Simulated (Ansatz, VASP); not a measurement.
# TePb in VASP and in Ansatz

```
CELL_PARAMETERS angstrom
3.88219 0.00000 0.00000
0.00000 3.88219 0.00000
0.00000 0.00000 3.88219
ATOMIC_POSITIONS crystal
Te 0.50000 0.50000 0.50000
Pb 0.00000 0.00000 0.00000
```

Alike in both runs: task single point; functional r2SCAN; k mesh 10 × 10 × 10; occupations gaussian, width 0.05 eV; no spin polarisation.

|  | VASP | Ansatz |
| --- | --- | --- |
| version | VASP 6.6.1 | Ansatz 0.2.0 |
| potentials or method | VASP PAW PBE potentials, release 64 (Te, Pb_d), cutoff 520 eV | scalar-relativistic, plane waves, PAW |
| valence electrons in the cell | 20 | 30 |

```tsv
	VASP	Ansatz	Ansatz less VASP
gap on the k mesh at the Fermi level (eV)	none	none	-
pressure (GPa)	4.1	4.1	-0.02
```

VASP's potentials were made for PBE, not for r2SCAN. A gap of «none» marks a metal or a gap that the smearing closes. VASP's potentials hold 20 valence electrons a cell and Ansatz's 30, so a difference there can come from the potentials and not from the codes.

Neither program's run includes spin-orbit coupling.
